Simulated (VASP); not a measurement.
# Ir: single point with PBE

Crystal: Ir.

```
Ir
1.0
     2.69290    0.00000    0.00000
    -1.34645    2.33212    0.00000
     0.00000    0.00000    4.45296
Ir
2
Cartesian
  1.3465 0.7774 3.3397
  0.0000 1.5547 1.1132
```

```json
{"Program": "VASP 6.6.1", "Task": "single point", "Functional": "PBE", "Potentials or basis": "VASP PAW PBE potentials, release 64 (Ir)", "Cutoff": "520 eV", "k mesh": "18 × 18 × 10", "Occupations": "gaussian, width 0.15 eV", "Spin": "no spin polarisation"}
```

```yaml
Pressure: 16.3 GPa
Band_gap_on_the_k_mesh: zero (band 9 reaches 11.83 eV, above the bottom of band 10 at 8.31 eV)
```

Stress tensor (GPa, compression positive):
```
19.05  0.00  0.00
 0.00 19.05  0.00
 0.00  0.00 10.92
```

Levels at points of the mesh, in eV from the Fermi level:
```csv
k point,band 5,band 6,band 7,band 8,band 9,band 10,band 11,band 12,band 13,band 14
"(0.00, 0.00, 0.00)",-3.90,-3.28,-3.28,-2.25,-2.25,-1.04,0.31,0.31,6.95,14.35
"(0.50, 0.00, 0.00)",-3.75,-3.43,-3.15,0.89,0.93,1.27,3.07,4.59,8.33,10.21
"(0.00, 0.00, 0.50)",-3.98,-3.98,-3.98,-3.98,-0.46,-0.46,-0.46,-0.46,13.55,13.55
"(0.50, 0.00, 0.50)",-2.09,-2.09,-0.98,-0.98,1.11,1.11,2.06,2.06,7.90,7.90
```

Run time: 75 s on 1 thread of Intel(R) Xeon(R) Platinum 8488C (Sapphire Rapids), with other jobs on the host, peak memory 0.2 GiB.

Caveat: spin-orbit coupling is left out, which moves the levels of the heavy elements.
